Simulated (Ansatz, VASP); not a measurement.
# Two plane-wave programs on K

```
CELL_PARAMETERS angstrom
6.68203 0.00000 0.00000
-3.34102 5.78681 0.00000
0.00000 0.00000 5.69591
ATOMIC_POSITIONS crystal
K 0.33333 0.66667 0.50000
K 0.00000 0.00000 0.00000
K 0.66667 0.33333 0.50000
```

Alike in both runs: task single point; functional PBE; k mesh 3 × 3 × 4; occupations gaussian, width 0.1 eV; no spin polarisation.

|  | VASP | Ansatz |
| --- | --- | --- |
| version | VASP 6.6.1 | Ansatz 0.2.0 |
| potentials or method | VASP PAW PBE potentials, release 64 (K_sv), cutoff 520 eV | scalar-relativistic, plane waves, PAW |
| valence electrons in the cell | 27 | 27 |

```tsv
	VASP	Ansatz	Ansatz less VASP
gap on the k mesh at the Fermi level (eV)	none	none	-
pressure (GPa)	0.3	0.3	+0.01
traceless stress, the component that is largest in VASP (GPa)	-0.76	-0.76	0.000
```

A gap of «none» marks a metal or a gap that the smearing closes. The functional is the same, so the differences come from potentials, cutoffs and numerics.

The k mesh is coarse, so the values compare programs but aren't converged.
